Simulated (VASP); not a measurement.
# Au (P2_1/m) in VASP: a series of runs

The runs below take Au through single point, with PBEsol.

All numbers are computed with VASP 6.6.1; they aren't measurements. Logs are shortened: lines on timing, memory, paths and dates and some standing lists are left out, and cuts for length are marked.

## 1. The cell of the first run

Symmetry: P2_1/m, No. 11, monoclinic system. The conventional cell has a = 2.900 Å, b = 4.880 Å, c = 2.900 Å, α = 90.00°, β = 120.00°, γ = 90.00°. Within 3.6 Å of Au (site symmetry m) lie 12 Au at 2.74 to 3.17 Å.

## 2. Single point, PBEsol (atom 1 (Au) moved by (-0.450, +0.000) A along [1 1 0] and z)

INCAR

```
ALGO = Fast
EDIFF = 1E-6
ENCUT = 520
GGA = PS
ISIF = 2
ISMEAR = 0
LASPH = True
LCHARG = False
LREAL = False
LWAVE = False
NBANDS = 18
NELM = 100
PREC = Accurate
SIGMA = 0.15
```

KPOINTS

```
k-points
0
Gamma
  18 18 10
```

POSCAR

```
Au
1.0
    2.8999984104      0.0000000000      0.0000000000
   -1.4499992052      2.5114722944      0.0000000000
    0.0000000000      0.0000000000      4.8800000000
Au
2
Direct
    0.1602608998      0.5399688519      0.7500000000
    0.6666666667      0.3333333333      0.2500000000
```

Potentials or basis: VASP PAW PBE potentials, release 64 (Au).

Started as:

```sh
cat potpaw_PBE.64/Au/POTCAR > POTCAR
mpirun -np 1 vasp_std > vasp.out
```

OUTCAR:

```text
EDIFF = 1E-6
   ENCUT = 520
   GGA = PS
   ISIF = 2
   ISMEAR = 0
   LASPH = True
   LREAL = False
   NELM = 100
   PREC = Accurate

 ion  position               nearest neighbor table
   1  0.160  0.540  0.750-   2 2.74   2 2.74   2 3.06   2 3.06   2 3.17   2 3.17
   2  0.667  0.333  0.250-   1 2.74   1 2.74   1 3.06   1 3.06   1 3.17   1 3.17

  LATTYP: Found a hexagonal cell.
 ALAT       =     2.8999984104
 C/A-ratio  =     1.6827595431

  Lattice vectors:

 A1 = (   2.8999984104,   0.0000000000,   0.0000000000)
 A2 = (  -1.4499992052,   2.5114722944,   0.0000000000)
 A3 = (   0.0000000000,   0.0000000000,   4.8800000000)

Analysis of symmetry for initial positions (statically):
=====================================================================
 Subroutine PRICEL returns:
 Original cell was already a primitive cell.

 Routine SETGRP: Setting up the symmetry group for a
 hexagonal supercell.

 Subroutine GETGRP returns: Found  4 space group operations
 (whereof  1 operations were pure point group operations)
 out of a pool of 24 trial point group operations.

The static configuration has the point symmetry C_1 .
 The point group associated with its full space group is C_2h.

Analysis of symmetry for dynamics (positions and initial velocities):
=====================================================================
 Subroutine PRICEL returns:
 Original cell was already a primitive cell.

 Routine SETGRP: Setting up the symmetry group for a
 hexagonal supercell.

 Subroutine GETGRP returns: Found  4 space group operations
 (whereof  1 operations were pure point group operations)
 out of a pool of 24 trial point group operations.

The dynamic configuration has the point symmetry C_1 .
 The point group associated with its full space group is C_2h.

 Subroutine INISYM returns: Found  4 space group operations
 (whereof  1 operations are pure point group operations),
 and found     1 'primitive' translations

----------------------------------------------------------------------------------------

                                     Primitive cell

  volume of cell :      35.5423

  direct lattice vectors                    reciprocal lattice vectors
     2.899998410  0.000000000  0.000000000     0.344827775  0.199086409  0.000000000
    -1.449999205  2.511472294  0.000000000     0.000000000  0.398172818  0.000000000
     0.000000000  0.000000000  4.880000000     0.000000000  0.000000000  0.204918033

  length of vectors
     2.899998410  2.899998410  4.880000000     0.398172818  0.398172818  0.204918033

  position of ions in fractional coordinates (direct lattice)
     0.160260900  0.539968852  0.750000000
[... 81 lines left out ...]
   NSW    =      0    number of steps for IOM
   IBRION =     -1    ionic relax: 0-MD 1-quasi-New 2-CG
   NFREE  =      0    steps in history (QN), initial steepest desc. (CG)
   ISIF   =      2    stress and relaxation
   ISYM   =      2    0-nonsym 1-usesym 2-fastsym
   POTIM  = 0.5000    time-step for ionic-motion
   TEBEG  =    0.0;   TEEND  =   0.0 temperature during run
   PSTRESS=    0.0 pullay stress
   NELECT =      22.0000    total number of electrons
   NUPDOWN=      -1.0000    fix difference up-down
   EMIN   =  10.00;   EMAX   =-10.00  energy-range for DOS
   EFERMI =   0.00;   METHOD = LEGACY
   ISMEAR =     0;   SIGMA  =   0.15  broadening in eV -4-tet -1-fermi 0-gaus
   EFERMI_NEDOS =   21; number of points for ismear=-14 and -15
   IALGO  =     68    algorithm
   IMIX   =      4    mixing-type and parameters
     AMIX     =   0.40;   BMIX     =  1.00
     AMIX_MAG =   1.60;   BMIX_MAG =  1.00
  volume/ion in A,a.u.               =      17.77       119.93
  Fermi-wavevector in a.u.,A,eV,Ry     =   1.395191  2.636529 26.484537  1.946559
  Thomas-Fermi vector in A             =   2.518667
   LORBIT       =      0    0 simple, 1 ext, 2 COOP (PROOUT), +10 PAW based schemes
   GGA     = PS    functional components
   LHFCALC =     F    Hartree Fock is set to
   AEXX    =    0.0000 exact exchange contribution
   IVDW    =     0    specifies the selected vdW correction
   LEPSILON=     F    determine dielectric tensor
   LRPA    =     F    only Hartree local field effects (RPA)
 non-spin polarized calculation
 RMM-DIIS sequential band-by-band and
 Gauss-broadening in eV      SIGMA  =   0.15
  energy-cutoff  :      520.00
  volume of cell :       35.54
 maximum number of plane-waves:       984
 NGX is ok and might be reduce to    24
   NGX = 11   NGY = 11   NGZ = 19

 number of electron      22.0000000 magnetization

 Free energy of the ion-electron system (eV)
  ---------------------------------------------------
  ext. energy  EPLUGINS =         0.00000000
  ---------------------------------------------------
  free energy    TOTEN  =        -7.73460354 eV

  energy without entropy =       -7.72545091  energy(sigma->0) =       -7.73002723

 E-fermi :   8.5564     XC(G=0): -12.6276

 val. band max:        8.5519249435   @ k =   0.5000   0.4444   0.3000
 cond. band min:       8.5589775217   @ k =  -0.3889   0.3889   0.4000
 fundamental gap:      0.0070525781
 Fermi energy:         8.5563875351

 k-point     1 :       0.0000    0.0000    0.0000
  band No.  band energies     occupation
      1      -0.8898      2.00000
      2       1.5969      2.00000
      3       3.4999      2.00000
      4       4.1958      2.00000
      5       4.3770      2.00000
      6       4.3845      2.00000
[... 481 lines left out ...]
      5       4.2599      2.00000
      6       5.1344      2.00000
[... 10 lines left out ...]
     17      21.5169      0.00000
     18      24.0658      0.00000

 [... further k-points ...]

------------------------ aborting loop because EDIFF is reached ----------------------------------------

  FORCE on cell =-STRESS in cart. coord.  units (eV):
  Direction    XX          YY          ZZ          XY          YZ          ZX
  --------------------------------------------------------------------------------------
  -------------------------------------------------------------------------------------
  Total       -1.3324167     -1.5447118     -0.1966453      0.0996655      0.0000000      0.0000000
  in kB      -60.0626774    -69.6325124     -8.8643763      4.4927189      0.0000000      0.0000000
  external PRESSURE =     -46.1865220 kB  Pullay stress =       0.0000000 kB

 VOLUME and BASIS-vectors are now :
 -----------------------------------------------------------------------------
  energy-cutoff  :      520.00
  volume of cell :       35.54
      direct lattice vectors                 reciprocal lattice vectors
     2.899998410  0.000000000  0.000000000     0.344827775  0.199086409  0.000000000
    -1.449999205  2.511472294  0.000000000     0.000000000  0.398172818  0.000000000
     0.000000000  0.000000000  4.880000000     0.000000000  0.000000000  0.204918033

 POSITION                                       TOTAL-FORCE (eV/Angst)
 -----------------------------------------------------------------------------------
     -0.31820      1.35612      3.66000         0.360101      0.138639      0.000000
      1.45000      0.83716      1.22000        -0.360101     -0.138639     -0.000000
 -----------------------------------------------------------------------------------
    total drift:                               -0.000006     -0.000002     -0.000000

  FREE ENERGIE OF THE ION-ELECTRON SYSTEM (eV)
  ---------------------------------------------------
  free  energy   TOTEN  =        -7.7346035401 eV

  energy  without entropy=       -7.7254509128  energy(sigma->0) =       -7.73002723
```

OSZICAR:

```text
N       E                     dE             d eps       ncg     rms          rms(c)
DAV:   1     0.121424017941E+03    0.12142E+03   -0.11661E+04 35440   0.118E+03
DAV:   2    -0.633811194308E+01   -0.12776E+03   -0.12195E+03 37460   0.260E+02
DAV:   3    -0.841555575248E+01   -0.20774E+01   -0.20655E+01 41314   0.334E+01
DAV:   4    -0.842452089938E+01   -0.89651E-02   -0.89642E-02 38896   0.231E+00
DAV:   5    -0.842460361980E+01   -0.82720E-04   -0.82721E-04 39188   0.238E-01    0.121E+01
RMM:   6    -0.777704231334E+01    0.64756E+00   -0.11680E+00 35440   0.801E+00    0.767E+00
RMM:   7    -0.774005162004E+01    0.36991E-01   -0.12805E-01 36459   0.281E+00    0.359E+00
RMM:   8    -0.773476451338E+01    0.52871E-02   -0.15869E-02 36936   0.968E-01    0.581E-01
RMM:   9    -0.773460794683E+01    0.15657E-03   -0.14463E-03 39026   0.285E-01    0.179E-01
RMM:  10    -0.773461114278E+01   -0.31960E-05   -0.19745E-04 39157   0.956E-02    0.140E-01
RMM:  11    -0.773460360793E+01    0.75349E-05   -0.36006E-05 38510   0.426E-02    0.176E-02
RMM:  12    -0.773460354009E+01    0.67838E-07   -0.53065E-06 33514   0.156E-02
   1 F= -.77346035E+01 E0= -.77300272E+01  d E =-.915263E-02
```

It took 9.3 min on 1 thread of Intel Xeon 8259CL, shared host; peak memory 0.58 GiB.

Results:

```yaml
Free_energy: -7.7346 eV
Pressure: -4.6 GPa
Largest_force: 0.386 eV/Å
Band_gap_on_the_k_mesh: zero (bands 11 and 12 overlap by 6.02 eV)
```

Forces in eV/Å, atoms in the order of the input:
```
Au   0.360  0.139  0.000
Au  -0.360 -0.139  0.000
```

Caveat: the cell differs from its parent crystal (atom 1 (Au) moved by (-0.450, +0.000) A along [1 1 0] and z); the stress differs along the axes, from -7 to -1 GPa; the PAW data sets were made with another functional, which shifts forces and pressure a little; spin-orbit coupling is left out, which moves the levels of the heavy elements.

## 3. Single point, PBEsol (atom 1 (Au) moved by (+0.450, +0.000) A along [1 1 0] and z)

INCAR

```
SYSTEM = Au
  ALGO = Fast
  EDIFF = 1E-6
  ENCUT = 520
  GGA = PS
  ISIF = 2
  ISMEAR = 0
  LASPH = .True.
  LCHARG = .False.
  LREAL = .False.
  LWAVE = .False.
  NBANDS = 18
  NELM = 100
  PREC = Accurate
  SIGMA = 0.15
```

KPOINTS

```
k-points
0
Gamma
  18 18 10
  0 0 0
```

POSCAR, as its differences from that of step 2:

```diff
@@ -8,3 +8,3 @@
 Direct
-    0.1602608998      0.5399688519      0.7500000000
+    0.5064057669      0.7933644814      0.7500000000
     0.6666666667      0.3333333333      0.2500000000
```

Potentials or basis: VASP PAW PBE potentials, release 64 (Au).

Started as:

```sh
cat potpaw_PBE.64/Au/POTCAR > POTCAR
mpirun -np 1 vasp_std > vasp.out
```

Run time: 9.4 min. Hardware: 1 thread of Intel Xeon 8259CL, shared host; peak memory 0.58 GiB.

It converged, with:

* Free energy: -7.7801 eV
* Pressure: -5.6 GPa
* Largest force: 0.168 eV/Å
* Band gap on the k mesh: zero (bands 11 and 12 overlap by 6.17 eV)

Forces in eV/Å, atoms in the order of the input:
```
Au   0.051 -0.160  0.000
Au  -0.051  0.160  0.000
```

Stress tensor (GPa, compression positive):
```
-6.86 -0.57  0.00
-0.57 -5.84  0.00
 0.00  0.00 -4.12
```

Levels at points of the mesh, in eV from the Fermi level:
| k point | band 9 | band 10 | band 11 | band 12 | band 13 | band 14 |
| --- | --- | --- | --- | --- | --- | --- |
| (0.00, 0.00, 0.00) | -2.84 | -2.63 | -1.64 | -1.00 | 2.59 | 14.40 |
| (0.50, 0.00, 0.00) | -1.80 | -1.66 | -0.46 | 1.94 | 4.87 | 5.22 |
| (0.00, 0.50, 0.00) | -1.86 | -1.62 | 0.89 | 1.05 | 6.26 | 6.33 |
| (0.50, 0.50, 0.00) | -1.80 | -1.67 | 0.55 | 1.36 | 5.74 | 6.83 |
| (0.00, 0.00, 0.50) | -2.77 | -2.77 | -2.55 | -2.55 | 10.26 | 10.26 |
| (0.50, 0.00, 0.50) | -1.72 | -1.72 | 1.42 | 1.42 | 3.05 | 3.05 |
| (0.00, 0.50, 0.50) | -1.63 | -1.63 | 0.04 | 0.04 | 4.03 | 4.03 |
| (0.50, 0.50, 0.50) | -1.70 | -1.70 | 0.30 | 0.30 | 3.90 | 3.90 |

Caveat: the cell differs from its parent crystal (atom 1 (Au) moved by (+0.450, +0.000) A along [1 1 0] and z); the cell stands under tension; the PAW data sets were made with another functional, which shifts forces and pressure a little; spin-orbit coupling is left out, which moves the levels of the heavy elements.
